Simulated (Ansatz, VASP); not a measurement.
## One calculation of TaN, two programs

```
CELL_PARAMETERS angstrom
0.00000 2.22174 2.22174
2.22174 0.00000 2.22174
2.22174 2.22174 0.00000
ATOMIC_POSITIONS crystal
Ta 0.50000 0.50000 0.50000
N 0.00000 0.00000 0.00000
```

Change from the starting cell: volume scaled by 1.06, crystal datasets.

Alike in both runs: task electric field gradients; functional PBEsol; k mesh 9 × 9 × 9; occupations fermi-dirac, width 0.02 eV; no spin polarisation.

|  | VASP | Ansatz |
| --- | --- | --- |
| version | VASP 6.6.1 | Ansatz 0.2.0 |
| potentials or method | VASP PAW PBE potentials, release 64 (Ta_pv, N), cutoff 520 eV | all-electron PAW with datasets made for the crystal, scalar-relativistic |

|  | VASP | Ansatz | Ansatz less VASP |
| --- | --- | --- | --- |
| pressure (GPa) | -14.2 | -14.9 | -0.66 |

VASP's potentials were made for PBE, not for PBEsol. Ansatz ran all-electron here, and VASP with PAW potentials.

Spin-orbit coupling is off throughout.
